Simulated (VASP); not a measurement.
**Al2O3: single point with r2SCAN+rVV10**

Crystal: Al2O3.

```
Al O
1.0
     2.37619    1.37190    4.32361
    -2.37619    1.37190    4.32361
     0.00000   -2.74379    4.32361
Al O
4 6
Cartesian
  0.0000 0.0000 11.0505
  0.0000 0.0000 4.5651
  0.0000 0.0000 1.9203
  0.0000 0.0000 8.4057
  0.9200 -1.3719 5.4045
  -1.6481 -0.1108 5.4045
  -0.9200 1.3719 7.5663
  -0.7281 -1.4827 7.5663
  1.6481 0.1108 7.5663
  0.7281 1.4827 5.4045
```

```yaml
Program: VASP 6.6.1
Task: single point
Functional: r2SCAN
Dispersion: rVV10
Potentials_or_basis: VASP PAW PBE potentials, release 64 (Al, O)
Cutoff: 520 eV
k_mesh: 6 × 6 × 6
Occupations: fermi-dirac, width 0.03 eV
Spin: no spin polarisation
```

```yaml
Pressure: -0.4 GPa
Largest_force: 0.017 eV/Å
Band_gap_on_the_k_mesh: 7.16 eV
```

Forces on the atoms (eV/Å):
```
Al   0.000  0.000 -0.017
Al   0.000  0.000 -0.017
Al   0.000  0.000  0.017
Al   0.000  0.000  0.017
O    0.013  0.000  0.000
O   -0.006 -0.011  0.000
O   -0.013  0.000  0.000
O    0.006 -0.011  0.000
O    0.006  0.011  0.000
O   -0.006  0.011  0.000
```

Levels at points of the mesh, in eV from the valence-band top:
| k point | band 22 | band 23 | band 24 | band 25 | band 26 | band 27 |
| --- | --- | --- | --- | --- | --- | --- |
| (0.00, 0.00, 0.00) | -0.05 | -0.05 | 0.00 | 7.16 | 10.10 | 11.99 |
| (0.50, 0.00, 0.00) | -0.95 | -0.30 | -0.30 | 10.42 | 10.42 | 10.73 |
| (0.50, 0.50, 0.00) | -0.94 | -0.79 | -0.27 | 10.55 | 10.81 | 10.90 |
| (0.50, 0.50, 0.50) | -0.41 | -0.41 | -0.41 | 9.63 | 9.63 | 12.15 |

It took 4.5 min on 1 thread of Intel(R) Xeon(R) 6975P-C (Granite Rapids), with other jobs on the host, peak memory 0.51 GiB.

Caveat: the PAW data sets were made with another functional, which shifts forces and pressure a little. A k mesh can miss the band edges.
